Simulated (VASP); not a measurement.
Wanted: the native input for a VASP 6.6.1 run.

```yaml
Task: relaxation of cell and atoms
Functional: PBE
Potentials_or_basis: VASP PAW PBE potentials, release 64 (Te)
Cutoff: 600 eV
k_mesh: 14 × 14 × 14
Occupations: fermi-dirac, width 0.08 eV
Spin: no spin polarisation
Target_pressure: 1.6 GPa
Dipole_correction: no
Further_INCAR_settings: ALGO = Normal; EDIFF = 1e-06; IBRION = 2; EDIFFG = -0.005; NSW = 60; ISIF = 3
```

The structure of Te lies in POSCAR:

```
Te
1.0
   -1.9094265695      1.9094265695      1.9094265695
    1.9094265695     -1.9094265695      1.9094265695
    1.9094265695      1.9094265695     -1.9094265695
Te
1
Direct
    0.0000000000      0.0000000000      0.0000000000
```

This isn't the form of Te at room conditions, which is trigonal, of chains.

One way to write it, as run:

INCAR

```
PREC = Accurate
ENCUT = 600
EDIFF = 1E-6
ISMEAR = -1
SIGMA = 0.08
LREAL = F
LASPH = T
NELM = 60
ALGO = Normal
ISIF = 3
LWAVE = F
LCHARG = F
GGA = PE
IBRION = 2
NSW = 60
EDIFFG = -0.005
PSTRESS = 16.0
```

KPOINTS

```
Automatic mesh
0
Gamma
  14 14 14
```

Potentials or basis: VASP PAW PBE potentials, release 64 (Te).

Command:

```console
$ cat potpaw_PBE.64/Te/POTCAR > POTCAR
$ mpirun -np 1 vasp_std > vasp.out
```

It gave:

```json
{"Relaxed volume": "27.80 Å³/atom", "Relaxed cell": "a = 3.305 Å, b = 3.305 Å, c = 3.305 Å, α = 109.47°, β = 109.47°, γ = 109.47°", "Space group after relaxing (to 0.1 Å)": "Im-3m (No. 229)", "Energy change on relaxing (the run minimises the enthalpy)": "+0.4 meV/atom", "Ionic steps": "3", "Pressure after relaxing": "1.6 GPa", "Band gap on the k mesh": "zero (bands 3 and 4 overlap by 6.13 eV)"}
```

Caveat: the cell is relaxed towards a set pressure, so the run minimises the enthalpy, not the energy; spin-orbit coupling is left out, which moves the levels of the heavy elements.

Wall time 21 s on 1 thread of AMD EPYC 9R45 (Zen 5), on a shared host, peak memory 0.14 GiB.
